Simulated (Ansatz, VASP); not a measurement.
# One calculation of SiC, two programs

File INCAR:

```
PREC     = Accurate       # precision mode
ENCUT    = 520            # plane-wave cutoff, eV
EDIFF    = 1E-6           # SCF threshold, eV
ISMEAR   = 0              # smearing method
SIGMA    = 0.05           # smearing width, eV
LREAL    = False          # projectors in reciprocal space
LASPH    = True           # aspherical terms in the spheres
NELM     = 80             # most SCF steps
ALGO     = Normal         # electronic algorithm
ISIF     = 2              # what is computed and relaxed
LWAVE    = False          # write WAVECAR
LCHARG   = False          # write CHGCAR
GGA      = CA             # functional
NBANDS   = 26             # bands
```

The input KPOINTS:

```
regular mesh
0
Gamma
  10 10 3
```

File POSCAR:

```
SiC
1.0
   -3.0759982064      0.0000000000      0.0000000000
   -1.5379991032     -2.6638925888      0.0000000000
    0.0000000000      0.0000000000     14.5960000000
Si C
4 4
Direct
    0.3333333333      0.3333333333      0.4521964922
    0.3333333333      0.3333333333      0.1063483146
    0.6666666667      0.6666666667      0.6251205810
    0.6666666667      0.6666666667      0.2792724034
    0.3333333333      0.3333333333      0.5853480406
    0.3333333333      0.3333333333      0.2394998630
    0.6666666667      0.6666666667      0.0665757742
    0.6666666667      0.6666666667      0.4124239518
```

Input for Ansatz:

```yaml
crystal:
  lattice:
    - [-3.0759982064, 0.0, 0.0]
    - [-1.5379991032, -2.6638925888, 0.0]
    - [0.0, 0.0, 14.596]
  atoms:
    - { symbol: Si, position: [0.3333333333, 0.3333333333, 0.4521964922] }
    - { symbol: Si, position: [0.3333333333, 0.3333333333, 0.1063483146] }
    - { symbol: Si, position: [0.6666666667, 0.6666666667, 0.625120581] }
    - { symbol: Si, position: [0.6666666667, 0.6666666667, 0.2792724034] }
    - { symbol: C, position: [0.3333333333, 0.3333333333, 0.5853480406] }
    - { symbol: C, position: [0.3333333333, 0.3333333333, 0.239499863] }
    - { symbol: C, position: [0.6666666667, 0.6666666667, 0.0665757742] }
    - { symbol: C, position: [0.6666666667, 0.6666666667, 0.4124239518] }
basis:
  ecutwfc: 420
kpoints:
  mp_grid: { grid: [10, 10, 3] }
hamiltonian:
  xc: lda
scf:
  occupations: { method: gaussian, width: 0.05 }
output:
  forces: true
  stress: true
  eigenvalues: true
```

Alike in both runs: task single point; functional LDA; k mesh 10 × 10 × 3; occupations gaussian, width 0.05 eV; no spin polarisation.

```csv
,VASP,Ansatz
version,VASP 6.6.1,Ansatz 0.2.0
potentials or method,"VASP PAW LDA potentials, release 64 (Si, C), cutoff 520 eV","scalar-relativistic, plane waves, PAW"
valence electrons in the cell,32,32
```

```tsv
	VASP	Ansatz	Ansatz less VASP
gap on the k mesh at the Fermi level (eV)	none	none	-
pressure (GPa)	-2.5	-2.7	-0.25
traceless stress, the component that is largest in VASP (GPa)	-0.86	-0.73	+0.129
rms of the force components (eV/Å)	0.651	0.655	+0.0038
```

LDA's correlation is that of Perdew and Zunger in VASP and of Perdew and Wang (1992) in Ansatz. Atom by atom the forces differ by 0.006 eV/Å (rms over components). A gap of «none» marks a metal or a gap that the smearing closes.
